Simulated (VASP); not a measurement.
Input of a VASP 6.6.1 run:

INCAR

```
PREC = Accurate ; ENCUT = 500
EDIFF = 1E-6 ; ISMEAR = 0
SIGMA = 0.1 ; LREAL = False
LASPH = True ; NELM = 120
ALGO = Normal ; ISIF = 2
LWAVE = False ; LCHARG = True
GGA = PE ; IVDW = 12
LELF = True ; LVHAR = True
NBANDS = 16 ; GGA_COMPAT = False
```

The input KPOINTS:

```
Automatic mesh
0
Gamma
  3 3 3
```

Contents of POSCAR:

```
InP
1.0
    0.0000000000      3.1105808904      3.1105808904
    3.1105808904      0.0000000000      3.1105808904
    3.1105808904      3.1105808904      0.0000000000
In P
1 1
Direct
    0.0000000000      0.0000000000      0.0000000000
    0.2500000000      0.2500000000      0.2500000000
```

Potentials or basis: VASP PAW PBE potentials, release 64 (In_d, P).

Command:

```sh
$ cat potpaw_PBE.64/In_d/POTCAR potpaw_PBE.64/P/POTCAR > POTCAR
$ mpirun -np 1 vasp_std > vasp.out
```

(1) What does it give for the band gap on the k mesh?

(2) Predict the pressure.

(3) Estimate the dispersion energy per atom.

Results:

(1) zero (filled and empty bands touch).

(2) -5.8 GPa.

(3) -0.257 eV.

Caveat: the k points lie up to 0.58 Å⁻¹ apart; spin-orbit coupling is left out, which moves the levels of the heavy elements; pairwise dispersion overbinds metals, which lowers pressure and volume.
